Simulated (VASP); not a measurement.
# Ga2O3 (P-3m1) in VASP: settings compared

The runs below take Ga2O3 through single point, with r2SCAN, PBE.

Program: VASP 6.6.1. These are calculated values, not measurements. Logs are shortened: lines on timing, memory, paths and dates and some standing lists are left out, and cuts for length are marked.

## (1) The cell of the first run

It takes space group P-3m1 (No. 164, trigonal). Conventional cell: a = 3.021 Å, b = 3.021 Å, c = 6.914 Å, α = 90.00°, β = 90.00°, γ = 120.00°. Ga (site symmetry 3m) has 6 O at 1.89 to 2.24 Å within 2.5 Å. O (site symmetry -3m) has 6 Ga at 2.24 Å and 6 O at 2.75 Å within 3.0 Å. Within 2.5 Å of O (site symmetry 3m) lie 3 Ga at 1.89 Å.

## (2) Single point, r2SCAN (volume changed by +3%)

The input, POSCAR:

```
Ga2O3
1.0
    3.0205613676      0.0000000000      0.0000000000
   -1.5102806838      2.6158828780      0.0000000000
    0.0000000000      0.0000000000      6.9135708835
Ga O
2 3
Direct
    0.3333333333      0.6666666667      0.2039202181
    0.6666666667      0.3333333333      0.7960797819
    0.0000000000      0.0000000000      0.0000000000
    0.3333333333      0.6666666667      0.6915979171
    0.6666666667      0.3333333333      0.3084020829
```

The input, INCAR.step1:

```
SYSTEM = Ga2O3
ALGO     = Normal         ! electronic algorithm
EDIFF    = 1E-4           ! SCF threshold, eV
ENCUT    = 520            ! plane-wave cutoff, eV
GGA      = PE             ! functional
ISMEAR   = 0              ! smearing method
LASPH    = .TRUE.         ! aspherical terms in the spheres
LCHARG   = .FALSE.        ! write CHGCAR
LREAL    = .FALSE.        ! projectors in reciprocal space
LWAVE    = .TRUE.         ! write WAVECAR
NBANDS   = 30             ! bands
NELM     = 60             ! most SCF steps
PREC     = Accurate       ! precision mode
SIGMA    = 0.01           ! smearing width, eV
```

The input, INCAR.step2:

```
SYSTEM = Ga2O3
ALGO     = Normal         ! electronic algorithm
EDIFF    = 1E-6           ! SCF threshold, eV
ENCUT    = 520            ! plane-wave cutoff, eV
ISIF     = 2              ! what is computed and relaxed
ISMEAR   = 0              ! smearing method
ISTART   = 1            
LASPH    = .TRUE.         ! aspherical terms in the spheres
LCHARG   = .FALSE.        ! write CHGCAR
LMIXTAU  = .TRUE.       
LREAL    = .FALSE.        ! projectors in reciprocal space
LWAVE    = .FALSE.        ! write WAVECAR
METAGGA  = R2SCAN         ! meta-GGA
NBANDS   = 30             ! bands
NELM     = 60             ! most SCF steps
PREC     = Accurate       ! precision mode
SIGMA    = 0.01           ! smearing width, eV
```

The input, KPOINTS:

```
k-points
0
G
  9 9 4
  0 0 0
```

Potentials or basis: VASP PAW PBE potentials, release 64 (Ga_d, O).

Command:

```console
$ cat potpaw_PBE.64/Ga_d/POTCAR potpaw_PBE.64/O/POTCAR > POTCAR
$ cp INCAR.step1 INCAR
$ mpirun -np 1 vasp_std > vasp.out
$ cp INCAR.step2 INCAR
$ mpirun -np 1 vasp_std > vasp.out
```

OUTCAR:

```text
SYSTEM = Ga2O3
   EDIFF = 1E-6
   ENCUT = 520
   ISIF = 2
   ISMEAR = 0
   ISTART = 1
   LASPH = .TRUE.
   LREAL = .FALSE.
   METAGGA = R2SCAN
   NELM = 60
   PREC = Accurate

 ion  position               nearest neighbor table
   1  0.333  0.667  0.204-   5 1.89   5 1.89   5 1.89   3 2.24   3 2.24   3 2.24
   2  0.667  0.333  0.796-   4 1.89   4 1.89   4 1.89   3 2.24   3 2.24   3 2.24
   3  0.000  0.000  0.000-   1 2.24   2 2.24   1 2.24   2 2.24   2 2.24   1 2.24
   4  0.333  0.667  0.692-   2 1.89   2 1.89   2 1.89
   5  0.667  0.333  0.308-   1 1.89   1 1.89   1 1.89

  LATTYP: Found a hexagonal cell.
 ALAT       =     3.0205613676
 C/A-ratio  =     2.2888364255

  Lattice vectors:

 A1 = (   3.0205613676,   0.0000000000,   0.0000000000)
 A2 = (  -1.5102806838,   2.6158828780,   0.0000000000)
 A3 = (   0.0000000000,   0.0000000000,   6.9135708835)

Analysis of symmetry for initial positions (statically):
=====================================================================
 Subroutine PRICEL returns:
 Original cell was already a primitive cell.

 Routine SETGRP: Setting up the symmetry group for a
 hexagonal supercell.

 Subroutine GETGRP returns: Found 12 space group operations
 (whereof 12 operations were pure point group operations)
 out of a pool of 24 trial point group operations.

The static configuration has the point symmetry D_3d.

Analysis of symmetry for dynamics (positions and initial velocities):
=====================================================================
 Subroutine PRICEL returns:
 Original cell was already a primitive cell.

 Routine SETGRP: Setting up the symmetry group for a
 hexagonal supercell.

 Subroutine GETGRP returns: Found 12 space group operations
 (whereof 12 operations were pure point group operations)
 out of a pool of 24 trial point group operations.

The dynamic configuration has the point symmetry D_3d.

 Subroutine INISYM returns: Found 12 space group operations
 (whereof 12 operations are pure point group operations),
 and found     1 'primitive' translations

----------------------------------------------------------------------------------------

                                     Primitive cell

  volume of cell :      54.6271

  direct lattice vectors                    reciprocal lattice vectors
     3.020561368  0.000000000  0.000000000     0.331064288  0.191140056  0.000000000
[... 88 lines left out ...]
   LSORBIT =      F    spin-orbit coupling
   LASPH  =      T    aspherical Exc in radial PAW
   ENCUT  =  520.0 eV  38.22 Ry    6.18 a.u.   5.62  5.62 12.85*2*pi/ulx,y,z
   NELM   =     60;   NELMIN=  2; NELMDL=  0     # of ELM steps
   EDIFF  = 0.1E-05   stopping-criterion for ELM
   LREAL  =      F    real-space projection
   EDIFFG = 0.1E-04   stopping-criterion for IOM
   NSW    =      0    number of steps for IOM
   IBRION =     -1    ionic relax: 0-MD 1-quasi-New 2-CG
   NFREE  =      0    steps in history (QN), initial steepest desc. (CG)
   ISIF   =      2    stress and relaxation
   ISYM   =      2    0-nonsym 1-usesym 2-fastsym
   POTIM  = 0.5000    time-step for ionic-motion
   TEBEG  =    0.0;   TEEND  =   0.0 temperature during run
   PSTRESS=    0.0 pullay stress
   NELECT =      44.0000    total number of electrons
   NUPDOWN=      -1.0000    fix difference up-down
   EMIN   =  10.00;   EMAX   =-10.00  energy-range for DOS
   EFERMI =   0.00;   METHOD = LEGACY
   ISMEAR =     0;   SIGMA  =   0.01  broadening in eV -4-tet -1-fermi 0-gaus
   EFERMI_NEDOS =   21; number of points for ismear=-14 and -15
   IALGO  =     38    algorithm
   IMIX   =      4    mixing-type and parameters
     AMIX     =   0.40;   BMIX     =  1.00
     AMIX_MAG =   1.60;   BMIX_MAG =  1.00
  volume/ion in A,a.u.               =      10.93        73.73
  Fermi-wavevector in a.u.,A,eV,Ry     =   1.523198  2.878426 31.567300  2.320131
  Thomas-Fermi vector in A             =   2.631674
   LORBIT       =      0    0 simple, 1 ext, 2 COOP (PROOUT), +10 PAW based schemes
   METAGGA = R2SCAN    functional components
   LHFCALC =     F    Hartree Fock is set to
   AEXX    =    0.0000 exact exchange contribution
   IVDW    =     0    specifies the selected vdW correction
   LEPSILON=     F    determine dielectric tensor
   LRPA    =     F    only Hartree local field effects (RPA)
 non-spin polarized calculation
 Gauss-broadening in eV      SIGMA  =   0.01
  energy-cutoff  :      520.00
  volume of cell :       54.63
 maximum number of plane-waves:      1502
 NGX is ok and might be reduce to    24
   NGX = 11   NGY = 11   NGZ = 25

 number of electron      44.0000005 magnetization

 Free energy of the ion-electron system (eV)
  ---------------------------------------------------
  ext. energy  EPLUGINS =         0.00000000
  ---------------------------------------------------
  free energy    TOTEN  =       -50.30753403 eV

  energy without entropy =      -50.30753403  energy(sigma->0) =      -50.30753403

 E-fermi :   3.0082     XC(G=0): -12.2094

 val. band max:        2.9608879354   @ k =   0.0000   0.0000   0.0000
 cond. band min:       5.8046100609   @ k =   0.0000   0.0000   0.0000
 fundamental gap:      2.8437221255
 Fermi energy:         3.0082104771

 k-point     1 :       0.0000    0.0000    0.0000
  band No.  band energies     occupation
      1     -16.8112      2.00000
      2     -16.0396      2.00000
      3     -14.8364      2.00000
      4     -10.4432      2.00000
      5     -10.4432      2.00000
      6     -10.3981      2.00000
[... 781 lines left out ...]
     29      16.6860      0.00000
     30      17.0544      0.00000

 [... further k-points ...]
[... 5 lines left out ...]
  --------------------------------------------------------------------------------------
  -------------------------------------------------------------------------------------
  Total       -1.4933937     -1.4933937     -1.0686964      0.0000000      0.0000000      0.0000000
  in kB      -43.8002414    -43.8002414    -31.3441538      0.0000000      0.0000000      0.0000000
  external PRESSURE =     -39.6482122 kB  Pullay stress =       0.0000000 kB

 VOLUME and BASIS-vectors are now :
 -----------------------------------------------------------------------------
  energy-cutoff  :      520.00
  volume of cell :       54.63
      direct lattice vectors                 reciprocal lattice vectors
     3.020561368  0.000000000  0.000000000     0.331064288  0.191140056  0.000000000
    -1.510280684  2.615882878  0.000000000     0.000000000  0.382280112  0.000000000
     0.000000000  0.000000000  6.913570884     0.000000000  0.000000000  0.144643053

 POSITION                                       TOTAL-FORCE (eV/Angst)
 -----------------------------------------------------------------------------------
     -0.00000      1.74392      1.40982         0.000000     -0.000000      0.037889
      1.51028      0.87196      5.50375        -0.000000      0.000000     -0.037889
      0.00000      0.00000      0.00000         0.000000      0.000000      0.000000
     -0.00000      1.74392      4.78141         0.000000      0.000000      0.216388
      1.51028      0.87196      2.13216        -0.000000      0.000000     -0.216388
 -----------------------------------------------------------------------------------
    total drift:                                0.000000      0.000000     -0.000000

  FREE ENERGIE OF THE ION-ELECTRON SYSTEM (eV)
  ---------------------------------------------------
  free  energy   TOTEN  =       -50.3075340302 eV

  energy  without entropy=      -50.3075340302  energy(sigma->0) =      -50.30753403
```

OUTCAR.step1:

```text
SYSTEM = Ga2O3
   EDIFF = 1E-4
   ENCUT = 520
   GGA = PE
   ISMEAR = 0
[... 1026 lines left out ...]
      1.51028      0.87196      5.50375         0.000000      0.000000      0.105591
      0.00000      0.00000      0.00000         0.000000      0.000000      0.000000
     -0.00000      1.74392      4.78141         0.000000     -0.000000     -0.168757
      1.51028      0.87196      2.13216        -0.000000      0.000000      0.168757
 -----------------------------------------------------------------------------------
    total drift:                                0.000000      0.000000     -0.000000

  FREE ENERGIE OF THE ION-ELECTRON SYSTEM (eV)
  ---------------------------------------------------
  free  energy   TOTEN  =       -29.0542444981 eV

  energy  without entropy=      -29.0542444981  energy(sigma->0) =      -29.05424450
```

Wall time 2.9 min (1 thread of Intel Xeon Platinum 8488C (Sapphire Rapids), shared host); peak memory 0.21 GiB.

What came out:

- Free energy: -50.3075 eV
- Pressure: -4.0 GPa
- Largest force: 0.216 eV/Å
- Band gap on the k mesh: 2.84 eV, direct

Forces on the atoms (eV/Å):
```
Ga   0.000  0.000  0.038
Ga   0.000  0.000 -0.038
O    0.000  0.000  0.000
O    0.000  0.000  0.216
O    0.000  0.000 -0.216
```

Caveat: the cell differs from its parent crystal (volume changed by +3%); the PAW data sets were made with another functional, which shifts forces and pressure a little.

## (3) Single point, r2SCAN (volume changed by +6%)

Edit POSCAR of step 2 so:

```diff
@@ -2,5 +2,5 @@
 1.0
-    3.0205613676      0.0000000000      0.0000000000
-   -1.5102806838      2.6158828780      0.0000000000
-    0.0000000000      0.0000000000      6.9135708835
+    3.0496070087      0.0000000000      0.0000000000
+   -1.5248035043      2.6410371411      0.0000000000
+    0.0000000000      0.0000000000      6.9800516049
 Ga O
```

The input, INCAR.step1:

```
ALGO = Normal ; EDIFF = 1E-4
ENCUT = 520 ; GGA = PE
ISMEAR = 0 ; LASPH = T
LCHARG = F ; LREAL = F
LWAVE = T ; NBANDS = 30
NELM = 100 ; PREC = Accurate
SIGMA = 0.01
```

The input, INCAR.step2:

```
ALGO = Normal ; EDIFF = 1E-6
ENCUT = 520 ; ISIF = 2
ISMEAR = 0 ; ISTART = 1
LASPH = T ; LCHARG = F
LMIXTAU = T ; LREAL = F
LWAVE = F ; METAGGA = R2SCAN
NBANDS = 30 ; NELM = 100
PREC = Accurate ; SIGMA = 0.01
```

The input, KPOINTS:

```
k-points
0
Gamma
  9 9 4
```

Potentials or basis: VASP PAW PBE potentials, release 64 (Ga_d, O).

Command:

```console
$ cat potpaw_PBE.64/Ga_d/POTCAR potpaw_PBE.64/O/POTCAR > POTCAR
$ cp INCAR.step1 INCAR
$ mpirun -np 1 vasp_std > vasp.out
$ cp INCAR.step2 INCAR
$ mpirun -np 1 vasp_std > vasp.out
```

It took 3 min on 1 thread of Intel Xeon Platinum 8488C (Sapphire Rapids), shared host; peak memory 0.21 GiB.

Results (log left out):

```
Free energy            : -50.2444 eV
Pressure               : -8.9 GPa
Largest force          : 0.505 eV/Å
Band gap on the k mesh : 2.62 eV, direct
```

Forces in eV/Å, atoms in the order of the input:
```
Ga   0.000  0.000  0.103
Ga   0.000  0.000 -0.103
O    0.000  0.000  0.000
O    0.000  0.000  0.505
O    0.000  0.000 -0.505
```

Stress tensor (GPa, compression positive):
```
-10.23   0.00   0.00
  0.00 -10.23   0.00
  0.00   0.00  -6.32
```

Levels at points of the mesh, in eV from the valence-band top:
```tsv
k point	band 18	band 19	band 20	band 21	band 22	band 23	band 24	band 25	band 26	band 27
(0.00, 0.00, 0.00)	-1.07	-1.07	-0.87	-0.87	0.00	2.62	5.77	6.98	11.69	12.89
(0.00, 0.00, 0.50)	-1.06	-1.06	-1.05	-0.88	-0.88	3.58	5.11	7.03	11.27	12.77
```

Caveat: the cell differs from its parent crystal (volume changed by +6%); the PAW data sets were made with another functional, which shifts forces and pressure a little. A k mesh can miss the band edges.

## (4) Single point, PBE

This run uses another cell than the first one, of 10.61 Å³/atom, 0.971 times its volume.

The input, INCAR:

```
  ALGO = Normal
  EDIFF = 1E-6
  ENCUT = 520
  GGA = PE
  ISIF = 2
  ISMEAR = 0
  LASPH = T
  LCHARG = F
  LREAL = F
  LWAVE = F
  NBANDS = 30
  NELM = 80
  PREC = Accurate
  SIGMA = 0.01
```

The input, KPOINTS:

```
k-points
0
Gamma
  12 12 4
```

The input, POSCAR:

```
Ga2O3
1.0
    2.9909461199      0.0000000000      0.0000000000
   -1.4954730600      2.5902353212      0.0000000000
    0.0000000000      0.0000000000      6.8457861770
Ga O
2 3
Direct
    0.3333333333      0.6666666667      0.2039202283
    0.6666666667      0.3333333333      0.7960797717
    0.0000000000      0.0000000000      0.0000000000
    0.3333333333      0.6666666667      0.6915979050
    0.6666666667      0.3333333333      0.3084020950
```

Command:

```console
$ cat potpaw_PBE.64/Ga_d/POTCAR potpaw_PBE.64/O/POTCAR > POTCAR
$ mpirun -np 1 vasp_std > vasp.out
```

It took 1.8 min on 1 thread of AMD EPYC 7R13 (Zen 3), shared host; peak memory 0.21 GiB.

The run converged. Its results:

```
Free energy            : -28.9921 eV
Pressure               : 9.0 GPa
Largest force          : 0.481 eV/Å
Band gap on the k mesh : 2.49 eV, direct
```

Forces in eV/Å, atoms in the order of the input:
```
Ga   0.000  0.000 -0.164
Ga   0.000  0.000  0.164
O    0.000  0.000  0.000
O    0.000  0.000 -0.481
O    0.000  0.000  0.481
```

Stress tensor (GPa, compression positive):
```
10.08  0.00  0.00
 0.00 10.08  0.00
 0.00  0.00  6.84
```

Levels at points of the mesh, in eV from the valence-band top:
| k point | band 19 | band 20 | band 21 | band 22 | band 23 | band 24 | band 25 | band 26 |
| --- | --- | --- | --- | --- | --- | --- | --- | --- |
| (0.00, 0.00, 0.00) | -1.10 | -0.89 | -0.89 | 0.00 | 2.49 | 5.64 | 6.57 | 11.35 |
| (0.50, 0.00, 0.00) | -1.87 | -1.52 | -0.77 | -0.66 | 4.42 | 7.63 | 8.08 | 10.04 |
| (0.00, 0.00, 0.50) | -1.05 | -1.05 | -0.90 | -0.90 | 3.49 | 5.01 | 6.57 | 11.02 |
| (0.50, 0.00, 0.50) | -2.15 | -1.84 | -0.70 | -0.27 | 4.66 | 7.48 | 7.49 | 10.41 |

A k mesh can miss the band edges.

## (5) Single point, r2SCAN

This run uses another cell than the first one, of 10.61 Å³/atom, 0.971 times its volume.

POSCAR is that of step 4.

The input, INCAR.step1:

```
SYSTEM = Ga2O3
PREC     = Accurate       ! precision mode
ENCUT    = 520            ! plane-wave cutoff, eV
ISMEAR   = 0              ! smearing method
SIGMA    = 0.01           ! smearing width, eV
LREAL    = .False.        ! projectors in reciprocal space
LASPH    = .True.         ! aspherical terms in the spheres
NELM     = 80             ! most SCF steps
NBANDS   = 30             ! bands
GGA      = PE             ! functional
ALGO     = Normal         ! electronic algorithm
EDIFF    = 1E-4           ! SCF threshold, eV
LWAVE    = .True.         ! write WAVECAR
LCHARG   = .False.        ! write CHGCAR
```

The input, INCAR.step2:

```
SYSTEM = Ga2O3
PREC     = Accurate       ! precision mode
ENCUT    = 520            ! plane-wave cutoff, eV
EDIFF    = 1E-7           ! SCF threshold, eV
ISMEAR   = 0              ! smearing method
SIGMA    = 0.01           ! smearing width, eV
LREAL    = .False.        ! projectors in reciprocal space
LASPH    = .True.         ! aspherical terms in the spheres
NELM     = 80             ! most SCF steps
ALGO     = Normal         ! electronic algorithm
ISIF     = 2              ! what is computed and relaxed
LWAVE    = .False.        ! write WAVECAR
LCHARG   = .False.        ! write CHGCAR
METAGGA  = R2SCAN         ! meta-GGA
LMIXTAU  = .True.       
NBANDS   = 30             ! bands
ISTART   = 1
```

The input, KPOINTS:

```
regular mesh
0
Gamma
  12 12 4
  0 0 0
```

Command:

```console
$ cat potpaw_PBE.64/Ga_d/POTCAR potpaw_PBE.64/O/POTCAR > POTCAR
$ cp INCAR.step1 INCAR
$ mpirun -np 1 vasp_std > vasp.out
$ cp INCAR.step2 INCAR
$ mpirun -np 1 vasp_std > vasp.out
```

Run time: 8.3 min. Hardware: 1 thread of AMD EPYC 7R13 (Zen 3), shared host; peak memory 0.21 GiB.

It converged, with:

| Quantity | Value |
| --- | --- |
| Free energy | -50.3171 eV |
| Pressure | 1.8 GPa |
| Largest force | 0.111 eV/Å |
| Band gap on the k mesh | 3.09 eV, direct |

Forces in eV/Å, atoms in the order of the input:
```
Ga   0.000  0.000 -0.048
Ga   0.000  0.000  0.048
O    0.000  0.000  0.000
O    0.000  0.000 -0.111
O    0.000  0.000  0.111
```

Stress tensor (GPa, compression positive):
```
2.44 0.00 0.00
0.00 2.44 0.00
0.00 0.00 0.66
```

Levels at points of the mesh, in eV from the valence-band top:
```
           k point  band 18  band 19  band 20  band 21  band 22  band 23  band 24  band 25  band 26  band 27
(0.00, 0.00, 0.00)    -1.09    -1.09    -0.91    -0.91     0.00     3.09     6.36     7.31    12.29    13.39
(0.50, 0.00, 0.00)    -2.18    -1.91    -1.52    -0.79    -0.67     5.09     8.42     8.89    10.91    12.53
(0.00, 0.00, 0.50)    -1.15    -1.01    -1.01    -0.94    -0.94     4.06     5.67     7.34    11.89    13.26
(0.50, 0.00, 0.50)    -2.33    -2.19    -1.85    -0.72    -0.28     5.33     8.25     8.28    11.30    12.64
```

Caveat: the PAW data sets were made with another functional, which shifts forces and pressure a little. A k mesh can miss the band edges.

## (6) Overview

```tsv
level	cell	k mesh	gap on the mesh (eV)	pressure (GPa)	largest force (eV/Å)
r2SCAN	a = 3.021, b = 3.021, c = 6.914 Å, angles 90.0, 90.0, 120.0°, 5 atoms	9 × 9 × 4	2.84	-4.0	0.22
r2SCAN	a = 3.050, b = 3.050, c = 6.980 Å, angles 90.0, 90.0, 120.0°, 5 atoms	9 × 9 × 4	2.62	-8.9	0.50
PBE	a = 2.991, b = 2.991, c = 6.846 Å, angles 90.0, 90.0, 120.0°, 5 atoms	12 × 12 × 4	2.49	9.0	0.48
r2SCAN	a = 2.991, b = 2.991, c = 6.846 Å, angles 90.0, 90.0, 120.0°, 5 atoms	12 × 12 × 4	3.09	1.8	0.11
```

Alike in all rows: task single point; potentials or basis VASP PAW PBE potentials, release 64 (Ga_d, O); no spin polarisation; cutoff (eV) 520; smearing gaussian 0.01 eV.

Caveats: the PAW data sets were made with another functional, which shifts forces and pressure a little (some runs).

Total energies depend on the potentials used, so only differences within one code and one set of settings carry meaning.
